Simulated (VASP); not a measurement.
A run of VASP 6.6.1:

INCAR

```
SYSTEM = Al32H
  PREC = Accurate
  ENCUT = 520
  EDIFF = 1E-6
  ISMEAR = 0
  SIGMA = 0.05
  LREAL = Auto
  LASPH = .TRUE.
  NELM = 60
  ALGO = Normal
  ISIF = 2
  LWAVE = .FALSE.
  LCHARG = .FALSE.
  GGA = PE
  NBANDS = 70
```

File KPOINTS:

```
Automatic mesh
0
G
  2 2 2
  0 0 0
```

The input POSCAR:

```
Al32H
1.0
    8.1000000000      0.0000000000      0.0000000000
    0.0000000000      8.1000000000      0.0000000000
    0.0000000000      0.0000000000      8.1000000000
Al H
32 1
Direct
    0.5009305569     -0.0038557579      0.0026690551
    0.7520827486      0.2525656487      0.0009153172
    0.7521181027      0.0000492294      0.2477456069
   -0.0005202353      0.0013552158      0.0005614183
    0.2603349732      0.2431842880      0.0107688069
    0.4977332110      0.4970489307      0.0008988847
    0.7488890130      0.7534926024      0.0026690196
    0.2524359505     -0.0039771035      0.2508506917
    0.5018446506      0.2517626292      0.2517218736
    0.7479684082      0.4978391723      0.2517343370
    0.4977165349      0.0000492703      0.5022008812
    0.7479890658      0.2517638993      0.4982258139
    0.7489026848     -0.0038503931      0.7472754191
   -0.0105350440      0.5064270717      0.0107803968
    0.2503362540      0.7482607205      0.0005430373
   -0.0010166378      0.2525099933      0.2477972370
    0.2508320191      0.4971083704      0.2477921442
    0.4977144764      0.7495924633      0.2477415679
   -0.0026094874     -0.0039691351      0.4990991305
    0.2508462622      0.2525079349      0.5021396030
    0.5018582194      0.4978396327      0.4982038700
    0.7521146896      0.7495968817      0.5021978328
    0.2503521944      0.0013558528      0.7493855294
    0.4977340414      0.2525709866      0.7490318341
    0.7520824355      0.4970562483      0.7490353515
   -0.0026105984      0.7536108589      0.2508526365
   -0.0010097639      0.4971134117      0.5021397384
    0.2524341298      0.7536149650      0.4990832896
   -0.0104966628      0.2432073758      0.7391914515
    0.2603518695      0.5064326135      0.7391447777
    0.5009372209      0.7534919209      0.7472714875
   -0.0005102932      0.7482608704      0.7493930932
    0.1248992604      0.3747799414      0.8749607658
```

Potentials or basis: VASP PAW PBE potentials, release 64 (Al, H).

Command:

```sh
$ cat potpaw_PBE.64/Al/POTCAR potpaw_PBE.64/H/POTCAR > POTCAR
$ mpirun -np 1 vasp_std > vasp.out
```

Hardware: 1 thread of AMD EPYC 9R45 (Zen 5), with other jobs on the host.

Question: Estimate the wall time of this run.

Answer: It took 3.9 min on 1 thread of AMD EPYC 9R45 (Zen 5), with other jobs on the host, peak memory 0.52 GiB. Counts: scf iterations 15, k points 8.
